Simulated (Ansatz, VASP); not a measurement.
HfSi: VASP beside Ansatz

```
Hf Si
1.0
     0.00000    2.91376    2.91376
     2.91376    0.00000    2.91376
     2.91376    2.91376    0.00000
Hf Si
1 1
Direct
  0.00000 0.00000 0.00000
  0.25000 0.25000 0.25000
```

Change from the starting cell: volume scaled by 0.95, LAPW.

Alike in both runs: task single point; functional LDA; k mesh 12 × 12 × 12; occupations fermi-dirac, width 0.08 eV; no spin polarisation.

|  | VASP | Ansatz |
| --- | --- | --- |
| version | VASP 6.6.1 | Ansatz 0.2.0 |
| potentials or method | VASP PAW LDA potentials, release 64 (Hf_pv, Si), cutoff 520 eV | all-electron LAPW, scalar-relativistic |

```tsv
	VASP	Ansatz	Ansatz less VASP
pressure (GPa)	4.1	3.9	-0.18
```

LDA's correlation is that of Perdew and Zunger in VASP and of Perdew and Wang (1992) in Ansatz. Ansatz ran all-electron here, and VASP with PAW potentials.

Neither program's run includes spin-orbit coupling.
